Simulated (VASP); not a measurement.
**AlAs: single point with PBE**

Crystal: AlAs.

```xyz
2
Lattice="0.0000 2.8641 2.8641 2.8641 0.0000 2.8641 2.8641 2.8641 0.0000" Properties=species:S:1:pos:R:3 pbc="T T T"
Al    0.0000    0.0000    0.0000
As    1.4320    1.4320    1.4320
```

- Program: VASP 6.6.1
- Task: single point
- Functional: PBE
- Potentials or basis: VASP PAW PBE potentials, release 64 (Al, As)
- Cutoff: 500 eV
- k mesh: 8 × 8 × 8
- Occupations: gaussian, width 0.01 eV
- Spin: no spin polarisation

```
Pressure               : 0.2 GPa
Band gap on the k mesh : 1.49 eV (least direct gap 1.78 eV)
```

Levels at points of the mesh, in eV from the valence-band top:
```csv
k point,band 1,band 2,band 3,band 4,band 5,band 6,band 7,band 8
"(0.00, 0.00, 0.00)",-11.67,0.00,0.00,0.00,1.78,4.23,4.23,4.23
"(0.50, 0.00, 0.00)",-10.33,-5.42,-0.80,-0.80,2.01,4.65,4.65,7.68
"(0.50, 0.50, 0.00)",-9.81,-5.31,-2.10,-2.10,1.49,2.29,10.06,10.06
```

Wall time 7.2 s on 1 thread of AMD EPYC 9R45 96-Core Processor (Zen 5), on a shared host, peak memory 0.14 GiB.

A k mesh can miss the band edges.
